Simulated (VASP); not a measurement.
Here is a VASP 6.6.1 calculation.

INCAR

```
PREC     = Accurate       # precision mode
ENCUT    = 600            # plane-wave cutoff, eV
EDIFF    = 1E-7           # SCF threshold, eV
ISMEAR   = 0              # smearing method
SIGMA    = 0.02           # smearing width, eV
LREAL    = False          # projectors in reciprocal space
LASPH    = True           # aspherical terms in the spheres
NELM     = 100            # most SCF steps
ALGO     = Normal         # electronic algorithm
ISIF     = 3              # what is computed and relaxed
LWAVE    = False          # write WAVECAR
LCHARG   = False          # write CHGCAR
GGA      = PE             # functional
IVDW     = 12             # dispersion correction
IBRION   = 2              # ionic algorithm
NSW      = 100            # ionic steps
EDIFFG   = -0.005         # ionic threshold
```

KPOINTS

```
regular mesh
0
Gamma
  9 9 4
```

POSCAR

```
WSe2
1.0
    3.2781492967      0.0000000000      0.0000000000
   -1.6390746484      2.8389605683      0.0000000000
    0.0000000000      0.0000000000      7.0624458810
W Se
1 2
Direct
    0.0000000000      0.0000000000      0.0000000000
    0.3333333333      0.6666666667      0.2387211532
    0.3333333333      0.6666666667      0.7612788468
```

Potentials or basis: VASP PAW PBE potentials, release 64 (W_sv, Se).

The run is started by

```console
$ cat potpaw_PBE.64/W_sv/POTCAR potpaw_PBE.64/Se/POTCAR > POTCAR
$ mpirun -np 1 vasp_std > vasp.out
```

Question: Estimate the relaxed volume.

Answer: 21.77 Å³/atom.

Question: Predict the dispersion energy per atom.

Answer: -0.431 eV.

Question: Estimate the band gap on the k mesh.

Answer: 1.33 eV, indirect (least direct gap 1.64 eV).

Question: Estimate the space group after relaxing (to 0.05 Å).

Answer: P-6m2 (No. 187).

The path:
| step | energy change (eV) | largest force (eV/Å) | pressure (GPa) | volume (Å³) |
| --- | --- | --- | --- | --- |
| 1 | 0.0000 | 0.0611 | 0.24 | 65.73 |
| 2 | 0.0002 | 0.0544 | -0.59 | 66.04 |
| 3 | -0.0002 | 0.0152 | -0.09 | 65.85 |
| 4 | -0.0003 | 0.0252 | -0.07 | 65.81 |
| 5 | -0.0004 | 0.0445 | -0.05 | 65.73 |
| 6 | -0.0005 | 0.0368 | -0.06 | 65.68 |
| 7 | -0.0007 | 0.0137 | -0.11 | 65.55 |
| 8 | -0.0007 | 0.0321 | -0.19 | 65.28 |
| 9 | -0.0008 | 0.0046 | -0.14 | 65.44 |
| 10 | -0.0008 | 0.0154 | 0.09 | 65.29 |
| 11 | -0.0008 | 0.0107 | 0.03 | 65.33 |
| 12 | -0.0008 | 0.0031 | 0.00 | 65.32 |

Caveat: spin-orbit coupling is left out, which moves the levels of the heavy elements. A k mesh can miss the band edges.
